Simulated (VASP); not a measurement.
Input of a VASP 6.6.1 run:

File INCAR:

```
PREC     = Accurate       # precision mode
ENCUT    = 700            # plane-wave cutoff, eV
EDIFF    = 1E-6           # SCF threshold, eV
ISMEAR   = -1             # smearing method
SIGMA    = 0.05           # smearing width, eV
LREAL    = F              # projectors in reciprocal space
LASPH    = T              # aspherical terms in the spheres
NELM     = 200            # most SCF steps
ALGO     = Normal         # electronic algorithm
ISIF     = 2              # what is computed and relaxed
LWAVE    = F              # write WAVECAR
LCHARG   = T              # write CHGCAR
ISPIN    = 2              # spin polarisation
MAGMOM   = 3 3 0 0        # initial moments
LORBIT   = 11             # projections on sites
LMAXMIX  = 4              # l up to which the mixer works
GGA      = PE             # functional
LELF     = T              # ELF
LVHAR    = T            
NBANDS   = 34             # bands
GGA_COMPAT= F
```

KPOINTS

```
regular mesh
0
Gamma
  9 9 5
```

The input POSCAR:

```
FeO
1.0
    3.0859741250      0.0000000000      0.0000000000
    0.0000000000      3.0859741250      0.0000000000
    0.0000000000      0.0000000000      5.5361172728
Fe O
2 2
Direct
    0.5000000000      0.0000000000      0.5000000000
    0.0000000000      0.5000000000      0.0000000000
    0.5000000000      0.5000000000      0.2500000000
    0.5000000000      0.5000000000      0.7500000000
```

Potentials or basis: VASP PAW PBE potentials, release 64 (Fe_sv, O).

Run with:

```sh
$ cat potpaw_PBE.64/Fe_sv/POTCAR potpaw_PBE.64/O/POTCAR > POTCAR
$ mpirun -np 1 vasp_std > vasp.out
```

Question: What does it give for the site moments?

Answer: Fe +3.45; O +0.25 μB.

Question: Estimate the pressure.

Answer: -12.3 GPa.

Question: Estimate the net moment.

Answer: 7.87 μB per cell.

Stress tensor (GPa, compression positive):
```
-10.44   0.00   0.00
  0.00 -10.44   0.00
  0.00   0.00 -16.08
```

Caveat: the stress differs along the axes, from -16 to -10 GPa; the run started ferromagnetic, and an antiferromagnetic order may lie lower in energy.
